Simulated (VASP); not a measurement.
Write the native input for VASP 6.6.1 that does the following.

* Task: single point
* Functional: PBE
* Potentials or basis: VASP PAW PBE potentials, release 64 (In_d, Sb, Te)
* Cutoff: 520 eV
* k mesh: 6 × 6 × 8
* Occupations: gaussian, width 0.1 eV
* Spin: no spin polarisation
* Dipole correction: no
* Further INCAR settings: ALGO = Normal; EDIFF = 1e-07; NBANDS = 26

The structure of InSbTe3 lies in POSCAR:

```
InSbTe3
1.0
    6.4368784994      0.0000000000      0.0000000000
   -3.2184392497      5.5745003016      0.0000000000
    0.0000000000      0.0000000000      5.6437032609
In Sb Te
1 1 3
Direct
    0.0000000000      0.0000000000      0.5000000000
    0.0000000000      0.0000000000      0.0000000000
    0.5000000000      0.0000000000      0.5000000000
    0.0000000000      0.5000000000      0.5000000000
    0.5000000000      0.5000000000      0.5000000000
```

The cell was generated, and may not be a known phase.

The input as run:

INCAR

```
ALGO     = Normal         # electronic algorithm
EDIFF    = 1E-7           # SCF threshold, eV
ENCUT    = 520            # plane-wave cutoff, eV
GGA      = PE             # functional
ISIF     = 2              # what is computed and relaxed
ISMEAR   = 0              # smearing method
LASPH    = T              # aspherical terms in the spheres
LCHARG   = T              # write CHGCAR
LELF     = T              # ELF
LREAL    = F              # projectors in reciprocal space
LVHAR    = T            
LWAVE    = F              # write WAVECAR
NBANDS   = 26             # bands
NELM     = 80             # most SCF steps
PREC     = Accurate       # precision mode
SIGMA    = 0.1            # smearing width, eV
```

KPOINTS

```
k-points
0
Gamma
  6 6 8
```

Potentials or basis: VASP PAW PBE potentials, release 64 (In_d, Sb, Te).

Command:

```bash
$ cat potpaw_PBE.64/In_d/POTCAR potpaw_PBE.64/Sb/POTCAR potpaw_PBE.64/Te/POTCAR > POTCAR
$ mpirun -np 1 vasp_std > vasp.out
```

Results of the run:

```
Pressure               : 0.0 GPa
Band gap on the k mesh : zero (bands 18 and 19 overlap by 0.70 eV)
```

Caveat: spin-orbit coupling is left out, which moves the levels of the heavy elements.

It took 2.3 min on 1 thread of AMD EPYC 7R13 Processor (Zen 3), with other jobs on the host, peak memory 0.39 GiB.
